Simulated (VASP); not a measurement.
Wanted: the native input for a VASP 6.6.1 run.

| Property | Result |
| --- | --- |
| Task | single point |
| Functional | RPBE |
| Potentials or basis | VASP PAW PBE potentials, release 64 (K_sv) |
| Cutoff | 520 eV |
| k mesh | 14 × 14 × 14 |
| Occupations | fermi-dirac, width 0.1 eV |
| Spin | no spin polarisation |
| Dipole correction | no |
| Further INCAR settings | ALGO = Normal; EDIFF = 1e-06; NBANDS = 10 |

The structure of K lies in POSCAR:

```
K
1.0
   -2.7896482578      2.7896482578      2.7896482578
    2.7896482578     -2.7896482578      2.7896482578
    2.7896482578      2.7896482578     -2.7896482578
K
1
Direct
    0.0000000000      0.0000000000      0.0000000000
```

This cell differs from its parent crystal: volume scaled by 1.08.

The input as run:

INCAR

```
PREC     = Accurate       # precision mode
ENCUT    = 520            # plane-wave cutoff, eV
EDIFF    = 1E-6           # SCF threshold, eV
ISMEAR   = -1             # smearing method
SIGMA    = 0.1            # smearing width, eV
LREAL    = False          # projectors in reciprocal space
LASPH    = True           # aspherical terms in the spheres
NELM     = 100            # most SCF steps
ALGO     = Normal         # electronic algorithm
ISIF     = 2              # what is computed and relaxed
LWAVE    = False          # write WAVECAR
LCHARG   = False          # write CHGCAR
GGA      = RP             # functional
NBANDS   = 10             # bands
```

KPOINTS

```
regular mesh
0
Gamma
  14 14 14
```

Potentials or basis: VASP PAW PBE potentials, release 64 (K_sv).

Run with:

```bash
$ cat potpaw_PBE.64/K_sv/POTCAR > POTCAR
$ mpirun -np 1 vasp_std > vasp.out
```

It gave:

- Pressure: -0.2 GPa

Caveat: the PAW data sets were made with another functional, which shifts forces and pressure a little.

Run time: 60 s on 1 thread of Intel Xeon 8259CL, with other jobs on the host, peak memory 0.25 GiB.
